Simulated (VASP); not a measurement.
# Ni (Cmce) in VASP: notebook

Ni is run at these levels: PBE; tasks: single point, relaxation of cell and atoms.

Everything below comes from runs of VASP 6.6.1. Logs are shortened: lines on timing, memory, paths and dates and some standing lists are left out, and cuts for length are marked.

## (1) The cell of the first run

It takes space group Cmce (No. 64, orthorhombic). The conventional cell has a = 2.764 Å, b = 8.769 Å, c = 3.658 Å, α = 90.00°, β = 90.00°, γ = 90.00°. Within 2.4 Å of Ni (site symmetry m) lie 3 Ni at 1.81 to 1.84 Å.

## (2) Single point, PBE, collinear spin, ferromagnetic start

Input file INCAR:

```
  PREC = Accurate
  ENCUT = 590
  EDIFF = 1E-6
  ISMEAR = 0
  SIGMA = 0.1
  LREAL = False
  LASPH = True
  NELM = 200
  ALGO = Normal
  ISIF = 2
  LWAVE = False
  LCHARG = True
  ISPIN = 2
  MAGMOM = 2 2 2 2
  LORBIT = 11
  LMAXMIX = 4
  GGA = PE
  LELF = True
  LVHAR = True
  NBANDS = 48
  GGA_COMPAT = False
```

Input file KPOINTS:

```
Automatic mesh
0
Gamma
  6 6 6
```

Input file POSCAR:

```
Ni
1.0
    1.3821097241     -4.3843359827      0.0000000000
    1.3821097241      4.3843359827      0.0000000000
    0.0000000000      0.0000000000      3.6577888770
Ni
4
Direct
    0.0980000000      0.9020000000      0.9100000000
    0.5980000000      0.4020000000      0.5900000000
    0.9020000000      0.0980000000      0.0900000000
    0.4020000000      0.5980000000      0.4100000000
```

Potentials or basis: VASP PAW PBE potentials, release 64 (Ni_sv_GW).

Run with:

```sh
> cat potpaw_PBE.64/Ni_sv_GW/POTCAR > POTCAR
> mpirun -np 1 vasp_std > vasp.out
```

OUTCAR:

```text
PREC = Accurate
   ENCUT = 590
   EDIFF = 1E-6
   ISMEAR = 0
   LREAL = False
   LASPH = True
   NELM = 200
   ISIF = 2
   ISPIN = 2
   LORBIT = 11
   GGA = PE

 ion  position               nearest neighbor table
   1  0.098  0.902  0.910-   2 1.81   2 1.81   3 1.84
   2  0.598  0.402  0.590-   1 1.81   1 1.81   4 1.84
   3  0.902  0.098  0.090-   4 1.81   4 1.81   1 1.84
   4  0.402  0.598  0.410-   3 1.81   3 1.81   2 1.84

  LATTYP: Found a base centered orthorhombic cell.
 ALAT       =     2.7642194482
 B/A-ratio  =     3.1722054380
 C/A-ratio  =     1.3232628399

  Lattice vectors:

 A1 = (   1.3821097241,  -4.3843359827,   0.0000000000)
 A2 = (   1.3821097241,   4.3843359827,   0.0000000000)
 A3 = (   0.0000000000,   0.0000000000,   3.6577888770)

Analysis of symmetry for initial positions (statically):
=====================================================================
 Subroutine PRICEL returns:
 Original cell was already a primitive cell.

 Routine SETGRP: Setting up the symmetry group for a
 base centered orthorhombic supercell.

 Subroutine GETGRP returns: Found  8 space group operations
 (whereof  4 operations were pure point group operations)
 out of a pool of  8 trial point group operations.

The static configuration has the point symmetry C_2h.
 The point group associated with its full space group is D_2h.

Analysis of symmetry for dynamics (positions and initial velocities):
=====================================================================
 Subroutine PRICEL returns:
 Original cell was already a primitive cell.

 Routine SETGRP: Setting up the symmetry group for a
 base centered orthorhombic supercell.

 Subroutine GETGRP returns: Found  8 space group operations
 (whereof  4 operations were pure point group operations)
 out of a pool of  8 trial point group operations.

The dynamic configuration has the point symmetry C_2h.
 The point group associated with its full space group is D_2h.

Analysis of structural, dynamic, and magnetic symmetry:
=====================================================================
 Subroutine PRICEL returns:
 Original cell was already a primitive cell.

 Routine SETGRP: Setting up the symmetry group for a
 base centered orthorhombic supercell.

 Subroutine GETGRP returns: Found  8 space group operations
 (whereof  4 operations were pure point group operations)
 out of a pool of  8 trial point group operations.

The overall configuration has the point symmetry C_2h.
 The point group associated with its full space group is D_2h.

 Subroutine INISYM returns: Found  8 space group operations
 (whereof  4 operations are pure point group operations),
 and found     1 'primitive' translations

----------------------------------------------------------------------------------------

                                     Primitive cell

  volume of cell :      44.3297

  direct lattice vectors                    reciprocal lattice vectors
     1.382109724 -4.384335983  0.000000000     0.361765778 -0.114042355  0.000000000
     1.382109724  4.384335983  0.000000000     0.361765778  0.114042355  0.000000000
     0.000000000  0.000000000  3.657788877     0.000000000  0.000000000  0.273389207

  length of vectors
     4.597023961  4.597023961  3.657788877     0.379315353  0.379315353  0.273389207

  position of ions in fractional coordinates (direct lattice)
     0.098000000  0.902000000  0.910000000
     0.598000000  0.402000000  0.590000000
     0.902000000  0.098000000  0.090000000
     0.402000000  0.598000000  0.410000000

  ion indices of the primitive-cell ions
   primitive index   ion index
                 1           1
                 2           2
                 3           3
                 4           4

----------------------------------------------------------------------------------------

 KPOINTS: Automatic mesh

Automatic generation of k-mesh.
 Grid dimensions read from file:
 generate k-points for:    6    6    6

 Generating k-lattice:

  Cartesian coordinates                     Fractional coordinates (reciprocal lattice)
     0.060294296 -0.019007059  0.000000000     0.166666667  0.000000000  0.000000000
     0.060294296  0.019007059  0.000000000     0.000000000  0.166666667  0.000000000
     0.000000000  0.000000000  0.045564868     0.000000000  0.000000000  0.166666667

  Length of vectors
     0.063219226  0.063219226  0.045564868

  Shift w.r.t. Gamma in fractional coordinates (k-lattice)
     0.000000000  0.000000000  0.000000000

 Subroutine IBZKPT returns following result:
 ===========================================

 Found     52 irreducible k-points:

 Following reciprocal coordinates:
            Coordinates               Weight
  0.000000  0.000000  0.000000      1.000000
  0.166667  0.000000  0.000000      4.000000
  0.333333 -0.000000  0.000000      4.000000
  0.500000  0.000000  0.000000      2.000000
  0.166667  0.166667  0.000000      2.000000
  0.333333  0.166667  0.000000      4.000000
[... 16 lines left out ...]
  0.333333  0.333333  0.166667      4.000000
  0.500000  0.333333  0.166667      8.000000
 [... further k-points ...]
   k-points           NKPTS =     52   k-points in BZ     NKDIM =     52   number of bands    NBANDS=     48
   number of dos      NEDOS =    301   number of ions     NIONS =      4
   total plane-waves  NPLWV =  38880
   dimension x,y,z NGX =    36 NGY =   36 NGZ =   30
   dimension x,y,z NGXF=    72 NGYF=   72 NGZF=   60
   ions per type =               4
   NGX,Y,Z   is equivalent  to a cutoff of  13.02, 13.02, 13.63 a.u.
   NGXF,Y,Z  is equivalent  to a cutoff of  26.04, 26.04, 27.27 a.u.
 SYSTEM =  unknown system
   PREC   = accura    normal or accurate (medium, high low for compatibility)
   ISTART =      0    job   : 0-new  1-cont  2-samecut
   ICHARG =      2    charge: 1-file 2-atom 10-const
   ISPIN  =      2    spin polarized calculation?
   LNONCOLLINEAR =      F non collinear calculations
   LSORBIT =      F    spin-orbit coupling
   LASPH  =      T    aspherical Exc in radial PAW
   ENCUT  =  590.0 eV  43.36 Ry    6.59 a.u.   9.10  9.10  7.24*2*pi/ulx,y,z
   NELM   =    200;   NELMIN=  2; NELMDL= -5     # of ELM steps
   EDIFF  = 0.1E-05   stopping-criterion for ELM
   LREAL  =      F    real-space projection
   EDIFFG = 0.1E-04   stopping-criterion for IOM
   NSW    =      0    number of steps for IOM
   IBRION =     -1    ionic relax: 0-MD 1-quasi-New 2-CG
   NFREE  =      0    steps in history (QN), initial steepest desc. (CG)
   ISIF   =      2    stress and relaxation
   ISYM   =      2    0-nonsym 1-usesym 2-fastsym
   POTIM  = 0.5000    time-step for ionic-motion
   TEBEG  =    0.0;   TEEND  =   0.0 temperature during run
   PSTRESS=    0.0 pullay stress
   NELECT =      72.0000    total number of electrons
   NUPDOWN=      -1.0000    fix difference up-down
   EMIN   =  10.00;   EMAX   =-10.00  energy-range for DOS
   EFERMI =   0.00;   METHOD = LEGACY
   ISMEAR =     0;   SIGMA  =   0.10  broadening in eV -4-tet -1-fermi 0-gaus
   EFERMI_NEDOS =   21; number of points for ismear=-14 and -15
   IALGO  =     38    algorithm
   IMIX   =      4    mixing-type and parameters
     AMIX     =   0.40;   BMIX     =  1.00
     AMIX_MAG =   1.60;   BMIX_MAG =  1.00
  volume/ion in A,a.u.               =      11.08        74.79
  Fermi-wavevector in a.u.,A,eV,Ry     =   1.924364  3.636522 50.384805  3.703179
  Thomas-Fermi vector in A             =   2.957996
   LORBIT       =     11    0 simple, 1 ext, 2 COOP (PROOUT), +10 PAW based schemes
   GGA     = PE    functional components
   LHFCALC =     F    Hartree Fock is set to
   AEXX    =    0.0000 exact exchange contribution
   IVDW    =     0    specifies the selected vdW correction
   LEPSILON=     F    determine dielectric tensor
   LRPA    =     F    only Hartree local field effects (RPA)
 spin polarized calculation
 Gauss-broadening in eV      SIGMA  =   0.10
  energy-cutoff  :      590.00
  volume of cell :       44.33
 maximum number of plane-waves:      1464
   NGX = 19   NGY = 19   NGZ = 15

 number of electron      71.9999999 magnetization       2.8247836

 Free energy of the ion-electron system (eV)
  ---------------------------------------------------
  ext. energy  EPLUGINS =         0.00000000
  ---------------------------------------------------
  free energy    TOTEN  =       -13.25492937 eV

  energy without entropy =      -13.22807828  energy(sigma->0) =      -13.24150382

 E-fermi :   8.1352     XC(G=0): -13.3854

 val. band max:        8.1334205859   @ k =   0.5000   0.1667   0.1667
 cond. band min:       8.1357647620   @ k =  -0.3333   0.1667   0.5000
 fundamental gap:      0.0023441762
 Fermi energy:         8.1351545810

 spin component 1

 k-point     1 :       0.0000    0.0000    0.0000
  band No.  band energies     occupation
      1     -96.7766      1.00000
      2     -96.5780      1.00000
      3     -96.3099      1.00000
      4     -96.1154      1.00000
      5     -57.7272      1.00000
      6     -57.7005      1.00000
[... 40 lines left out ...]
     47      22.4233      0.00000
     48      24.4688      0.00000

 k-point     2 :       0.1667    0.0000    0.0000
  band No.  band energies     occupation
      1     -96.7449      1.00000
      2     -96.5472      1.00000
      3     -96.3412      1.00000
      4     -96.1465      1.00000
      5     -57.7554      1.00000
      6     -57.7075      1.00000
[... 40 lines left out ...]
     47      22.7360      0.00000
     48      27.1358      0.00000

 k-point     3 :       0.3333   -0.0000    0.0000
  band No.  band energies     occupation
      1     -96.6586      1.00000
      2     -96.4622      1.00000
      3     -96.4257      1.00000
      4     -96.2308      1.00000
      5     -57.7882      1.00000
      6     -57.7347      1.00000
[... 1060 lines left out ...]
     47      22.0604      0.00000
     48      22.7638      0.00000

 k-point    24 :       0.5000    0.3333    0.1667
  band No.  band energies     occupation
      1     -96.7351      1.00000
      2     -96.5704      1.00000
      3     -96.3188      1.00000
      4     -96.1553      1.00000
      5     -57.7494      1.00000
      6     -57.6935      1.00000
[... 40 lines left out ...]
     47      23.4939      0.00000
     48      23.9104      0.00000

 [... further k-points ...]

 spin component 2

 k-point     1 :       0.0000    0.0000    0.0000
  band No.  band energies     occupation
      1     -95.8804      1.00000
      2     -95.6779      1.00000
      3     -95.4052      1.00000
      4     -95.2068      1.00000
      5     -56.8220      1.00000
      6     -56.8099      1.00000
[... 40 lines left out ...]
     47      22.5853      0.00000
     48      24.5760      0.00000

 k-point     2 :       0.1667    0.0000    0.0000
  band No.  band energies     occupation
      1     -95.8482      1.00000
      2     -95.6465      1.00000
      3     -95.4371      1.00000
      4     -95.2385      1.00000
      5     -56.8430      1.00000
      6     -56.8257      1.00000
[... 40 lines left out ...]
     47      22.9095      0.00000
     48      27.2665      0.00000

 k-point     3 :       0.3333   -0.0000    0.0000
  band No.  band energies     occupation
      1     -95.7603      1.00000
      2     -95.5599      1.00000
      3     -95.5232      1.00000
      4     -95.3244      1.00000
      5     -56.8840      1.00000
      6     -56.8451      1.00000
[... 1060 lines left out ...]
     47      22.2409      0.00000
     48      23.0156      0.00000

 k-point    24 :       0.5000    0.3333    0.1667
  band No.  band energies     occupation
      1     -95.8381      1.00000
      2     -95.6702      1.00000
      3     -95.4142      1.00000
      4     -95.2475      1.00000
      5     -56.8372      1.00000
      6     -56.8096      1.00000
[... 40 lines left out ...]
     47      23.6833      0.00000
     48      24.1058      0.00000

 [... further k-points ...]

------------------------ aborting loop because EDIFF is reached ----------------------------------------

  FORCE on cell =-STRESS in cart. coord.  units (eV):
  Direction    XX          YY          ZZ          XY          YZ          ZX
  --------------------------------------------------------------------------------------
  -------------------------------------------------------------------------------------
  Total       41.4126531     23.6195700     31.9466614      0.0000000     -0.0000000      0.0000000
  in kB     1496.7478942    853.6652214   1154.6253283      0.0000000     -0.0000000      0.0000000
  external PRESSURE =    1168.3461480 kB  Pullay stress =       0.0000000 kB

 VOLUME and BASIS-vectors are now :
 -----------------------------------------------------------------------------
  energy-cutoff  :      590.00
  volume of cell :       44.33
      direct lattice vectors                 reciprocal lattice vectors
     1.382109724 -4.384335983  0.000000000     0.361765778 -0.114042355  0.000000000
     1.382109724  4.384335983  0.000000000     0.361765778  0.114042355  0.000000000
     0.000000000  0.000000000  3.657788877     0.000000000  0.000000000  0.273389207

 POSITION                                       TOTAL-FORCE (eV/Angst)
 -----------------------------------------------------------------------------------
      1.38211      3.52501      3.32859         0.000000     -8.921107     10.181644
      1.38211     -0.85933      2.15810         0.000000     -8.921107    -10.181644
      1.38211     -3.52501      0.32920         0.000000      8.921107    -10.181644
      1.38211      0.85933      1.49969         0.000000      8.921107     10.181644
 -----------------------------------------------------------------------------------
    total drift:                               -0.000000     -0.000000      0.000000

  FREE ENERGIE OF THE ION-ELECTRON SYSTEM (eV)
  ---------------------------------------------------
  free  energy   TOTEN  =       -13.2549293706 eV

  energy  without entropy=      -13.2280782780  energy(sigma->0) =      -13.24150382

 total charge

# of ion       s       p       d       f       tot
--------------------------------------------------
    1        2.355   6.446   8.011   0.031  16.844
    2        2.355   6.446   8.011   0.031  16.844
    3        2.355   6.446   8.011   0.031  16.844
    4        2.355   6.446   8.011   0.031  16.844
--------------------------------------------------
tot          9.421  25.786  32.044   0.124  67.374

 magnetization (x)

# of ion       s       p       d       f       tot
--------------------------------------------------
    1       -0.005   0.000   0.710   0.000   0.705
    2       -0.005   0.000   0.710   0.000   0.705
    3       -0.005   0.000   0.710   0.000   0.705
    4       -0.005   0.000   0.710   0.000   0.705
--------------------------------------------------
tot         -0.021   0.000   2.841   0.001   2.822
```

Wall time 5.5 min (1 thread of AMD EPYC 9R45 (Zen 5), shared host); peak memory 0.33 GiB.

Results:

| Quantity | Value |
| --- | --- |
| Free energy | -13.2549 eV |
| Pressure | 116.8 GPa |
| Largest force | 13.537 eV/Å |
| Net moment | 2.82 μB per cell |
| Site moments | Ni +0.70 μB |
| Valence electrons inside the program's atomic spheres | Ni 16.84 |

Forces in eV/Å, atoms in the order of the input:
```
Ni    0.000  -8.921  10.182
Ni    0.000  -8.921 -10.182
Ni    0.000   8.921 -10.182
Ni    0.000   8.921  10.182
```

Caveat: the k points lie up to 0.40 Å⁻¹ apart; forces of over 1 eV/Å act on the atoms, so gaps and moduli don't describe the material at rest.

(Part 1 of 2 ends here.)
